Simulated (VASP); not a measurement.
Wanted: the native input for a VASP 6.6.1 run.

- Task: single point
- Functional: PBE
- Dispersion: D3(BJ)
- Potentials or basis: VASP PAW PBE potentials, release 64 (Ta_pv, As, Au, O)
- Cutoff: 520 eV
- k mesh: 5 × 5 × 2
- Occupations: fermi-dirac, width 0.05 eV
- Spin: no spin polarisation
- Dipole correction: no
- Further INCAR settings: LREAL = Auto; ALGO = Normal; EDIFF = 1e-06; NBANDS = 84

The structure of Ta3AsAu2O13 lies in POSCAR:

```
Ta3AsAu2O13
1.0
    6.3758998540     -1.9369983821     -0.0080759138
    6.3758998540      1.9369983821     -0.0080759138
   -2.5317276411      0.0000000000     10.6353580893
Ta As Au O
3 1 2 13
Direct
    0.4212045671      0.4212045671      0.3526500962
    0.6067360142      0.6067360142      0.6776464542
    0.3345691874      0.3345691874      0.9888671145
    0.6218077488      0.6218077488      0.0033445928
    0.7160816170      0.7160816170      0.3470117338
    0.3078757953      0.3078757953      0.6332514662
    0.7011552163      0.7011552163      0.1549947589
    0.5621332388      0.5621332388      0.3431752686
    0.2749679560      0.2749679560      0.4454508395
    0.3323160658      0.3323160658      0.8185269814
    0.4848351233      0.4848351233      0.5503722945
    0.7558688972      0.7558688972      0.6281146694
    0.3599592720      0.3599592720      0.1820096212
    0.8805203542      0.8805203542      0.3661158878
    0.5711243410      0.5711243410      0.8355253877
    0.1185463560      0.1185463560      0.6735107593
    0.4929535435      0.4929535435      0.0340484781
    0.1635578035      0.1635578035      0.9863069420
    0.7937869024      0.7937869024      0.9790766542
```

The input as run:

INCAR

```
PREC = Accurate ; ENCUT = 520
EDIFF = 1E-6 ; ISMEAR = -1
SIGMA = 0.05 ; LREAL = Auto
LASPH = True ; NELM = 100
ALGO = Normal ; ISIF = 2
LWAVE = False ; LCHARG = False
GGA = PE ; IVDW = 12
NBANDS = 84
```

KPOINTS

```
regular mesh
0
Gamma
  5 5 2
```

Potentials or basis: VASP PAW PBE potentials, release 64 (Ta_pv, As, Au, O).

Launch:

```bash
$ cat potpaw_PBE.64/Ta_pv/POTCAR potpaw_PBE.64/As/POTCAR potpaw_PBE.64/Au/POTCAR potpaw_PBE.64/O/POTCAR > POTCAR
$ mpirun -np 1 vasp_std > vasp.out
```

It gave:

| Item | Value |
| --- | --- |
| Pressure | 0.5 GPa |
| Largest force | 0.258 eV/Å |
| Band gap on the k mesh | zero (filled and empty bands overlap) |
| Dispersion energy per atom | -0.187 eV |

Caveat: three body term missing; spin-orbit coupling is left out, which moves the levels of the heavy elements.

It took 17 min on 1 thread of Intel(R) Xeon(R) Platinum 8488C (Sapphire Rapids) (shared host), peak memory 0.62 GiB.
